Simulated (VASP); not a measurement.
**KF: single point with LDA**

KF:

```
K F
1.0
     3.08323    0.00000    0.00000
     0.00000    3.08323    0.00000
     0.00000    0.00000    3.06781
K F
1 1
Direct
  0.00000 0.00000 0.00000
  0.50000 0.50000 0.50000
```

This cell differs from its parent crystal: z stretched by -0.5 %, x and y held.

```yaml
Program: VASP 6.6.1
Task: single point
Functional: LDA
Potentials_or_basis: VASP PAW LDA potentials, release 64 (K_sv, F)
Cutoff: 520 eV
k_mesh: 8 × 8 × 8
Occupations: gaussian, width 0.01 eV
Spin: no spin polarisation
```

* Pressure: 0.6 GPa
* Band gap on the k mesh: 7.24 eV, indirect (the least direct gap lies 0.9 meV higher)

Stress tensor (GPa, compression positive):
```
0.47 0.00 0.00
0.00 0.47 0.00
0.00 0.00 0.97
```

Levels at points of the mesh, in eV from the valence-band top:
```tsv
k point	band 5	band 6	band 7	band 8	band 9	band 10	band 11	band 12
(0.00, 0.00, 0.00)	-9.17	-0.02	-0.02	0.00	7.24	8.21	8.22	14.89
(0.50, 0.00, 0.00)	-8.97	-1.56	-0.26	-0.23	9.43	10.26	12.36	13.28
(0.50, 0.50, 0.00)	-8.84	-0.64	-0.64	0.00	8.74	9.31	12.51	12.51
(0.00, 0.00, 0.50)	-8.98	-1.56	-0.25	-0.25	9.45	10.30	12.39	13.24
(0.50, 0.00, 0.50)	-8.85	-0.65	-0.64	-0.02	8.69	9.33	12.42	12.46
(0.50, 0.50, 0.50)	-10.06	-1.45	-1.45	-1.45	11.08	11.08	11.15	16.84
```

Wall time 19 s on 1 thread of AMD EPYC 7R43 64-Core Processor (Zen 3), on a shared host, peak memory 0.11 GiB.

Caveat: the cell differs from its parent crystal (z stretched by -0.5 %, x and y held). A k mesh can miss the band edges.
